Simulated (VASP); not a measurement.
Runs of VASP 6.6.1 on AsH3. The cell holds a molecule in a box, 4 atoms: a = 12.557 Å, b = 13.057 Å, c = 13.557 Å, α = 90.00°, β = 90.00°, γ = 90.00°. 

```csv
level,potentials or basis,cutoff (eV),gap on the mesh (eV),largest force (eV/Å)
revPBE+D3(BJ),"VASP PAW PBE potentials, release 64 (As, H)",400,(a),0.22
LDA,"VASP PAW LDA potentials, release 64 (As, H)",400,5.99,0.05
PBEsol,"VASP PAW PBE potentials, release 64 (As, H)",400,5.98,0.14
r2SCAN+rVV10,"VASP PAW PBE potentials, release 64 (As, H)",440,6.81,0.40
r2SCAN,"VASP PAW PBE potentials, release 64 (As, H)",440,6.81,0.41
PBE+D3(BJ),"VASP PAW PBE potentials, release 64 (As, H)",400,5.96,0.17
PBE,"VASP PAW PBE potentials, release 64 (As, H)",400,5.96,0.17
PBE+D4,"VASP PAW PBE potentials, release 64 (As, H)",400,5.96,0.17
```

Alike in all rows: task single point; no spin polarisation; cell as given; k mesh 1 × 1 × 1; smearing gaussian 0.005 eV.

Problem. Estimate the missing entries.

Solution. (a) 5.90.

Caveats: the PAW data sets were made with another functional, which shifts forces and pressure a little (at least some runs).

A k mesh can miss the band edges, and the runs leave out spin-orbit coupling on As.
